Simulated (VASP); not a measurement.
Here is a VASP 6.6.1 calculation.

The input INCAR:

```
SYSTEM = Al8N7
PREC = Accurate
ENCUT = 520
EDIFF = 1E-7
ISMEAR = 0
SIGMA = 0.02
LREAL = Auto
LASPH = .True.
NELM = 60
ALGO = Normal
ISIF = 2
LWAVE = .False.
LCHARG = .False.
GGA = PE
IBRION = 2
NSW = 80
EDIFFG = -0.03
NELECT = 60.0
```

Contents of KPOINTS:

```
regular mesh
0
Gamma
  2 3 3
  0 0 0
```

File POSCAR:

```
Al8N7
1.0
   -3.1100000000     -5.3866780000      0.0000000000
    4.6650000000     -2.6933390000      0.0000000000
    0.0000000000      0.0000000000      4.9800000000
Al N
8 7
Direct
    0.4945986000      0.6726896000      0.0003528000
    0.5007962000      0.3357844000      0.5035351000
    0.2501654000      0.1561445000     -0.0037308000
    0.2524117000      0.8319627000      0.4994305000
    0.0073028000      0.6637693000      0.0001218000
    0.0010468000      0.3361022000      0.5057595000
    0.7605111000      0.1681124000     -0.0044077000
    0.7494171000      0.8256518000      0.5035989000
    0.5028435000      0.6528138000      0.3832075000
    0.4963546000      0.3242035000      0.8704296000
    0.2458561000      0.1711347000      0.3851083000
    0.2433130000      0.8370744000      0.8804712000
    0.0049732000      0.6741034000      0.3802608000
    0.0008951000      0.3310389000      0.8742922000
    0.7460232000      0.8383248000      0.8750605000
```

Potentials or basis: VASP PAW PBE potentials, release 64 (Al, N).

Command:

```bash
$ cat potpaw_PBE.64/Al/POTCAR potpaw_PBE.64/N/POTCAR > POTCAR
$ mpirun -np 1 vasp_std > vasp.out
```

Estimate the energy gained by relaxing.

75.8 meV/atom.

Step by step:
| step | energy change (eV) | largest force (eV/Å) | pressure (GPa) |
| --- | --- | --- | --- |
| 1 | 0.0000 | 2.5703 | 17.65 |
| 2 | -0.7240 | 1.1006 | 15.03 |
| 3 | -0.7689 | 0.8508 | 15.16 |
| 4 | -0.8873 | 0.4673 | 14.14 |
| 5 | -0.8994 | 0.5539 | 13.79 |
| 6 | -0.9512 | 0.3077 | 13.29 |
| 7 | -0.9554 | 0.3333 | 13.12 |
| 8 | -0.9876 | 0.2569 | 13.05 |
| 9 | -0.9955 | 0.4461 | 13.00 |
| 10 | -1.0281 | 0.2894 | 13.12 |
| 11 | -1.0426 | 0.7563 | 13.33 |
| 12 | -1.0548 | 0.4044 | 13.19 |
| 13 | -1.0573 | 0.4714 | 13.23 |
| 14 | -1.0733 | 0.4573 | 13.22 |
| 15 | -1.0832 | 0.4820 | 13.21 |
| 16 | -1.0996 | 0.3086 | 13.14 |
| 17 | -1.1172 | 0.2368 | 13.00 |
| 18 | -1.1241 | 0.1809 | 12.96 |
| 19 | -1.1312 | 0.1406 | 12.87 |
| 20 | -1.1338 | 0.0808 | 12.89 |
| 21 | -1.1349 | 0.0700 | 12.91 |
| 22 | -1.1360 | 0.0489 | 12.93 |
| 23 | -1.1364 | 0.0535 | 12.96 |
| 24 | -1.1370 | 0.0384 | 12.96 |
| 25 | -1.1371 | 0.0403 | 12.96 |
| 26 | -1.1376 | 0.0238 | 12.97 |

Caveat: the k points lie up to 0.51 Å⁻¹ apart; the cell carries a net charge on a neutralising background, which shifts energy and pressure; the cell is charged against a uniform background, so pressure and absolute levels hang on convention.
